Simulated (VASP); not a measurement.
# Ir (P4/mmm) in VASP: further runs

Runs on Ir. Level: PBE. Tasks: single point, relaxation of cell and atoms.

Program: VASP 6.6.1. These are calculated values, not measurements. Logs are shortened: lines on timing, memory, paths and dates and some standing lists are left out, and cuts for length are marked.

## Step 1: The cell of the first run

The structure is tetragonal, space group P4/mmm (No. 123). Conventional cell: a = 2.627 Å, b = 2.627 Å, c = 4.288 Å, α = 90.00°, β = 90.00°, γ = 90.00°. Ir (site symmetry 4/mmm) has 4 Ir at 2.63 Å within 3.5 Å.

## Step 2: Single point, PBE

INCAR reads:

```
PREC     = Accurate       # precision mode
ENCUT    = 520            # plane-wave cutoff, eV
EDIFF    = 1E-6           # SCF threshold, eV
ISMEAR   = 0              # smearing method
SIGMA    = 0.1            # smearing width, eV
LREAL    = False          # projectors in reciprocal space
LASPH    = True           # aspherical terms in the spheres
NELM     = 100            # most SCF steps
ALGO     = Normal         # electronic algorithm
ISIF     = 2              # what is computed and relaxed
LWAVE    = False          # write WAVECAR
LCHARG   = False          # write CHGCAR
GGA      = PE             # functional
NBANDS   = 10             # bands
```

KPOINTS reads:

```
regular mesh
0
Gamma
  6 6 4
```

POSCAR reads:

```
Ir
1.0
    2.6272859900      0.0000000000      0.0000000000
    0.0000000000      2.6272859900      0.0000000000
    0.0000000000      0.0000000000      4.2876244900
Ir
1
Direct
    0.0000000000      0.0000000000      0.0000000000
```

Potentials or basis: VASP PAW PBE potentials, release 64 (Ir).

The run is started by

```bash
> cat potpaw_PBE.64/Ir/POTCAR > POTCAR
> mpirun -np 1 vasp_std > vasp.out
```

OUTCAR:

```text
PREC = Accurate
   ENCUT = 520
   EDIFF = 1E-6
   ISMEAR = 0
   LREAL = False
   LASPH = True
   NELM = 100
   ISIF = 2
   GGA = PE

 ion  position               nearest neighbor table
   1  0.000  0.000  0.000-

  LATTYP: Found a simple tetragonal cell.
 ALAT       =     2.6272859900
 C/A-ratio  =     1.6319595607

  Lattice vectors:

 A1 = (   2.6272859900,   0.0000000000,   0.0000000000)
 A2 = (   0.0000000000,   2.6272859900,   0.0000000000)
 A3 = (   0.0000000000,   0.0000000000,   4.2876244900)

Analysis of symmetry for initial positions (statically):
=====================================================================
 Subroutine PRICEL returns:
 Original cell was already a primitive cell.

 Routine SETGRP: Setting up the symmetry group for a
 simple tetragonal supercell.

 Subroutine GETGRP returns: Found 16 space group operations
 (whereof 16 operations were pure point group operations)
 out of a pool of 16 trial point group operations.

The static configuration has the point symmetry D_4h.

Analysis of symmetry for dynamics (positions and initial velocities):
=====================================================================
 Subroutine PRICEL returns:
 Original cell was already a primitive cell.

 Routine SETGRP: Setting up the symmetry group for a
 simple tetragonal supercell.

 Subroutine GETGRP returns: Found 16 space group operations
 (whereof 16 operations were pure point group operations)
 out of a pool of 16 trial point group operations.

The dynamic configuration has the point symmetry D_4h.

 Subroutine INISYM returns: Found 16 space group operations
 (whereof 16 operations are pure point group operations),
 and found     1 'primitive' translations

----------------------------------------------------------------------------------------

                                     Primitive cell

  volume of cell :      29.5959

  direct lattice vectors                    reciprocal lattice vectors
     2.627285990  0.000000000  0.000000000     0.380620916  0.000000000  0.000000000
     0.000000000  2.627285990  0.000000000     0.000000000  0.380620916  0.000000000
     0.000000000  0.000000000  4.287624490     0.000000000  0.000000000  0.233229380

  length of vectors
     2.627285990  2.627285990  4.287624490     0.380620916  0.380620916  0.233229380

  position of ions in fractional coordinates (direct lattice)
     0.000000000  0.000000000  0.000000000

  ion indices of the primitive-cell ions
   primitive index   ion index
                 1           1

----------------------------------------------------------------------------------------

 KPOINTS: regular mesh

Automatic generation of k-mesh.
 Grid dimensions read from file:
 generate k-points for:    6    6    4

 Generating k-lattice:

  Cartesian coordinates                     Fractional coordinates (reciprocal lattice)
     0.063436819  0.000000000  0.000000000     0.166666667  0.000000000  0.000000000
     0.000000000  0.063436819  0.000000000     0.000000000  0.166666667  0.000000000
     0.000000000  0.000000000  0.058307345     0.000000000  0.000000000  0.250000000

  Length of vectors
     0.063436819  0.063436819  0.058307345

  Shift w.r.t. Gamma in fractional coordinates (k-lattice)
     0.000000000  0.000000000  0.000000000

 Subroutine IBZKPT returns following result:
 ===========================================

 Found     30 irreducible k-points:

 Following reciprocal coordinates:
            Coordinates               Weight
  0.000000  0.000000  0.000000      1.000000
  0.166667  0.000000  0.000000      4.000000
  0.333333  0.000000  0.000000      4.000000
  0.500000  0.000000  0.000000      2.000000
  0.166667  0.166667  0.000000      4.000000
  0.333333  0.166667  0.000000      8.000000
[... 16 lines left out ...]
  0.333333  0.000000  0.500000      4.000000
  0.500000  0.000000  0.500000      2.000000
 [... further k-points ...]
   k-points           NKPTS =     30   k-points in BZ     NKDIM =     30   number of bands    NBANDS=     10
   number of dos      NEDOS =    301   number of ions     NIONS =      1
   total plane-waves  NPLWV =  12800
   dimension x,y,z NGX =    20 NGY =   20 NGZ =   32
   dimension x,y,z NGXF=    40 NGYF=   40 NGZF=   64
   ions per type =               1
   NGX,Y,Z   is equivalent  to a cutoff of  12.66, 12.66, 12.41 a.u.
   NGXF,Y,Z  is equivalent  to a cutoff of  25.31, 25.31, 24.81 a.u.
 SYSTEM =  unknown system
   PREC   = accura    normal or accurate (medium, high low for compatibility)
   ISTART =      0    job   : 0-new  1-cont  2-samecut
   ICHARG =      2    charge: 1-file 2-atom 10-const
   ISPIN  =      1    spin polarized calculation?
   LNONCOLLINEAR =      F non collinear calculations
   LSORBIT =      F    spin-orbit coupling
   LASPH  =      T    aspherical Exc in radial PAW
   ENCUT  =  520.0 eV  38.22 Ry    6.18 a.u.   4.89  4.89  7.97*2*pi/ulx,y,z
   NELM   =    100;   NELMIN=  2; NELMDL= -5     # of ELM steps
   EDIFF  = 0.1E-05   stopping-criterion for ELM
   LREAL  =      F    real-space projection
   EDIFFG = 0.1E-04   stopping-criterion for IOM
   NSW    =      0    number of steps for IOM
   IBRION =     -1    ionic relax: 0-MD 1-quasi-New 2-CG
   NFREE  =      0    steps in history (QN), initial steepest desc. (CG)
   ISIF   =      2    stress and relaxation
   ISYM   =      2    0-nonsym 1-usesym 2-fastsym
   POTIM  = 0.5000    time-step for ionic-motion
   TEBEG  =    0.0;   TEEND  =   0.0 temperature during run
   PSTRESS=    0.0 pullay stress
   NELECT =       9.0000    total number of electrons
   NUPDOWN=      -1.0000    fix difference up-down
   EMIN   =  10.00;   EMAX   =-10.00  energy-range for DOS
   EFERMI =   0.00;   METHOD = LEGACY
   ISMEAR =     0;   SIGMA  =   0.10  broadening in eV -4-tet -1-fermi 0-gaus
   EFERMI_NEDOS =   21; number of points for ismear=-14 and -15
   IALGO  =     38    algorithm
   IMIX   =      4    mixing-type and parameters
     AMIX     =   0.40;   BMIX     =  1.00
     AMIX_MAG =   1.60;   BMIX_MAG =  1.00
  volume/ion in A,a.u.               =      29.60       199.72
  Fermi-wavevector in a.u.,A,eV,Ry     =   1.100893  2.080386 16.489796  1.211966
  Thomas-Fermi vector in A             =   2.237312
   LORBIT       =      0    0 simple, 1 ext, 2 COOP (PROOUT), +10 PAW based schemes
   GGA     = PE    functional components
   LHFCALC =     F    Hartree Fock is set to
   AEXX    =    0.0000 exact exchange contribution
   IVDW    =     0    specifies the selected vdW correction
   LEPSILON=     F    determine dielectric tensor
   LRPA    =     F    only Hartree local field effects (RPA)
 non-spin polarized calculation
 Gauss-broadening in eV      SIGMA  =   0.10
  energy-cutoff  :      520.00
  volume of cell :       29.60
 maximum number of plane-waves:       824
 NGX is ok and might be reduce to    20
   NGX =  9   NGY =  9   NGZ = 15

 number of electron       9.0000001 magnetization

 Free energy of the ion-electron system (eV)
  ---------------------------------------------------
  ext. energy  EPLUGINS =         0.00000000
  ---------------------------------------------------
  free energy    TOTEN  =        -6.32750924 eV

  energy without entropy =       -6.31215991  energy(sigma->0) =       -6.31983458

 E-fermi :   1.5303     XC(G=0):  -9.3806

 val. band max:        1.5302060299   @ k =   0.5000   0.0000   0.5000
 cond. band min:       1.6026482468   @ k =   0.1667   0.1667   0.0000
 fundamental gap:      0.0724422170
 Fermi energy:         1.5302977682

 k-point     1 :       0.0000    0.0000    0.0000
  band No.  band energies     occupation
      1      -5.0074      2.00000
      2      -3.2846      2.00000
      3      -0.7755      2.00000
      4       2.1512      0.00000
      5       2.1512      0.00000
      6       2.9937      0.00000
      7       5.9606      0.00000
      8      11.2886      0.00000
      9      19.3077      0.00000
     10      19.3077      0.00000

 k-point     2 :       0.1667    0.0000    0.0000
  band No.  band energies     occupation
      1      -4.2474      2.00000
      2      -2.5475      2.00000
      3      -0.4618      2.00000
      4       0.8515      2.00000
      5       2.2360      0.00000
      6       2.3188      0.00000
      7       7.4845      0.00000
      8      11.5146      0.00000
      9      15.1084      0.00000
     10      20.7169      0.00000

 k-point     3 :       0.3333    0.0000    0.0000
  band No.  band energies     occupation
      1      -3.2908      2.00000
      2      -0.7517      2.00000
      3       0.0369      2.00000
      4       0.5299      2.00000
      5       1.1750      2.00000
      6       2.4104      0.00000
      7       9.9175      0.00000
      8      10.1733      0.00000
      9      12.2608      0.00000
     10      18.5559      0.00000

 k-point     4 :       0.5000    0.0000    0.0000
  band No.  band energies     occupation
      1      -2.9256      2.00000
      2      -1.3653      2.00000
      3       0.6762      2.00000
      4       0.7170      2.00000
      5       2.5000      0.00000
      6       3.0057      0.00000
      7       7.3726      0.00000
      8      11.3879      0.00000
      9      12.8128      0.00000
     10      16.7173      0.00000
[... 222 lines left out ...]
 k-point    22 :       0.1667    0.0000    0.5000
  band No.  band energies     occupation
      1      -4.0486      2.00000
      2      -2.4925      2.00000
      3       0.3545      2.00000
      4       0.8273      2.00000
      5       2.2005      0.00000
      6       2.3211      0.00000
      7       3.7402      0.00000
      8      16.2941      0.00000
      9      17.4487      0.00000
     10      18.5517      0.00000

 k-point    23 :       0.3333    0.0000    0.5000
  band No.  band energies     occupation
      1      -3.2167      2.00000
      2      -1.0810      2.00000
      3       0.5570      2.00000
      4       1.1788      2.00000
      5       1.3269      1.99597
      6       2.3812      0.00000
      7       5.6662      0.00000
      8      11.3561      0.00000
      9      14.0113      0.00000
     10      19.8004      0.00000

 k-point    24 :       0.5000    0.0000    0.5000
  band No.  band energies     occupation
      1      -2.8914      2.00000
      2      -1.6367      2.00000
      3       0.6803      2.00000
      4       1.5302      1.00104
      5       2.4742      0.00000
      6       3.6842      0.00000
      7       7.1677      0.00000
      8       8.0965      0.00000
      9      11.5509      0.00000
     10      19.9349      0.00000

 [... further k-points ...]

------------------------ aborting loop because EDIFF is reached ----------------------------------------

  FORCE on cell =-STRESS in cart. coord.  units (eV):
  Direction    XX          YY          ZZ          XY          YZ          ZX
  --------------------------------------------------------------------------------------
  -------------------------------------------------------------------------------------
  Total       -4.2669408     -4.2669408     -0.7043332      0.0000000     -0.0000000      0.0000000
  in kB     -230.9913729   -230.9913729    -38.1291671      0.0000000     -0.0000000      0.0000000
  external PRESSURE =    -166.7039710 kB  Pullay stress =       0.0000000 kB

 VOLUME and BASIS-vectors are now :
 -----------------------------------------------------------------------------
  energy-cutoff  :      520.00
  volume of cell :       29.60
      direct lattice vectors                 reciprocal lattice vectors
     2.627285990  0.000000000  0.000000000     0.380620916  0.000000000  0.000000000
     0.000000000  2.627285990  0.000000000     0.000000000  0.380620916  0.000000000
     0.000000000  0.000000000  4.287624490     0.000000000  0.000000000  0.233229380

 POSITION                                       TOTAL-FORCE (eV/Angst)
 -----------------------------------------------------------------------------------
      0.00000      0.00000      0.00000         0.000000      0.000000      0.000000
 -----------------------------------------------------------------------------------
    total drift:                                0.000000      0.000000      0.000000

  FREE ENERGIE OF THE ION-ELECTRON SYSTEM (eV)
  ---------------------------------------------------
  free  energy   TOTEN  =        -6.3275092442 eV

  energy  without entropy=       -6.3121599125  energy(sigma->0) =       -6.31983458
```

It took 4.7 s on 1 thread of Intel Xeon 6975P-C (Granite Rapids), shared host; peak memory 0.14 GiB.

What came out:

```
Free energy : -6.3275 eV
Pressure    : -16.7 GPa
```

Caveat: the k points lie up to 0.40 Å⁻¹ apart; spin-orbit coupling is left out, which moves the levels of the heavy elements.

## Step 3: Relaxation of cell and atoms, PBE

INCAR reads:

```
ALGO = Normal ; EDIFF = 1E-6
EDIFFG = -0.04 ; ENCUT = 600
GGA = PE ; IBRION = 2
ISIF = 3 ; ISMEAR = 0
LASPH = True ; LCHARG = False
LREAL = False ; LWAVE = False
NELM = 100 ; NSW = 90
PREC = Accurate ; SIGMA = 0.1
```

KPOINTS reads:

```
k-points
0
Gamma
  6 6 4
```

POSCAR is that of step 2.

Potentials or basis: VASP PAW PBE potentials, release 64 (Ir).

The run is started by

```bash
> cat potpaw_PBE.64/Ir/POTCAR > POTCAR
> mpirun -np 1 vasp_std > vasp.out
```

Wall time 50 s (1 thread of Intel Xeon 6975P-C (Granite Rapids), shared host); peak memory 0.18 GiB.

Results (log left out):

* Free energy: -7.8473 eV
* Relaxed volume: 17.00 Å³/atom
* Relaxed cell: a = 2.568 Å, b = 2.568 Å, c = 2.577 Å, α = 90.00°, β = 90.00°, γ = 90.00°
* Space group after relaxing (to 0.05 Å): Pm-3m (No. 221)
* Energy gained by relaxing: 1519.7 meV/atom
* Ionic steps: 19
* Pressure after relaxing: 0.0 GPa

Stress tensor (GPa, compression positive):
```
-0.08  0.00  0.00
 0.00 -0.08  0.00
 0.00  0.00  0.04
```

The path:
```
step  energy change (eV)  largest force (eV/Å)  pressure (GPa)  volume (Å³)
   1              0.0000                0.0000          -16.63        29.60
   2              3.2710                0.0000          154.24        18.05
   3             -0.2979                0.0000           -5.13        26.40
   4             -0.3076                0.0000           -3.20        26.05
   5             -0.3111                0.0000           -0.84        25.67
   6             -0.3110                0.0000           -1.33        25.74
   7             -0.3255                0.0000           -1.61        25.17
   8             -0.3929                0.0000           -2.25        23.44
   9             -0.7747                0.0000           -2.68        19.95
  10              0.4437                0.0000          166.55        12.89
  11             -0.9397                0.0000           -1.77        19.03
  12             -1.4128                0.0000           19.41        15.97
  13             -1.4003                0.0000           26.96        15.59
  14             -1.4482                0.0000           20.02        15.89
  15             -1.5174                0.0000            2.85        16.81
  16             -1.5195                0.0000            0.12        16.99
  17             -1.5195                0.0000           -0.32        17.02
  18             -1.5196                0.0000           -0.27        17.01
  19             -1.5197                0.0000           -0.04        17.00
```

Final structure:
```
Ir
1.0
     2.56822    0.00000    0.00000
     0.00000    2.56822    0.00000
     0.00000    0.00000    2.57708
Ir
1
Cartesian
  0.0000 2.5682 0.0000
```

Levels at points of the mesh, in eV from the Fermi level:
| k point | band 2 | band 3 | band 4 | band 5 | band 6 | band 7 |
| --- | --- | --- | --- | --- | --- | --- |
| (0.00, 0.00, 0.00) | -5.83 | -5.66 | 1.39 | 1.45 | 1.45 | 15.62 |
| (0.50, 0.00, 0.00) | -4.97 | -1.34 | -1.31 | -0.72 | 1.73 | 6.02 |
| (0.50, 0.50, 0.00) | -4.32 | -0.78 | -0.78 | 3.44 | 4.73 | 4.73 |
| (0.00, 0.00, 0.50) | -5.14 | -1.21 | -1.21 | -0.67 | 1.66 | 6.02 |
| (0.50, 0.00, 0.50) | -4.59 | -0.84 | -0.69 | 3.50 | 4.59 | 4.77 |
| (0.50, 0.50, 0.50) | -4.90 | -4.90 | 3.62 | 3.71 | 9.50 | 10.83 |

Caveat: the k points lie up to 0.61 Å⁻¹ apart in the final cell; the volume moved by over 15 % at a fixed basis, so the end points are rough; spin-orbit coupling is left out, which moves the levels of the heavy elements.
